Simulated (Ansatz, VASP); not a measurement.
**Ba2BiSb2: VASP beside Ansatz**

```
Ba Sb Bi
1.0
    -2.40130    3.84390    4.95000
     2.40130   -3.84390    4.95000
     2.40130    3.84390   -4.95000
Ba Sb Bi
2 2 1
Direct
  0.71856 0.21856 0.50000
  0.28144 0.78144 0.50000
  0.70394 0.50000 0.20394
  0.29606 0.50000 0.79606
  0.00000 0.00000 0.00000
```

Alike in both runs: functional PBE; k mesh 8 × 8 × 8; occupations fermi-dirac, width 0.05 eV; no spin polarisation.

Ansatz relaxed the structure, and its values are those at the end. VASP's run is a single point on that final structure, the one shown.

```csv
,VASP,Ansatz
version,VASP 6.6.1,Ansatz 0.2.0
potentials or method,"VASP PAW PBE potentials, release 64 (Ba_sv, Sb, Bi_d)","plane-wave PAW, scalar-relativistic"
plane-wave cutoff (eV),520,420
valence electrons in the cell,45,65
```

```csv
,VASP,Ansatz,Ansatz less VASP
pressure (GPa),1.2,0.9,-0.28
```

VASP's potentials hold 45 valence electrons a cell and Ansatz's 65, so a difference there can come from the potentials and not from the codes. Ansatz's warnings: stress scf threshold loose.

Spin-orbit coupling is off throughout.
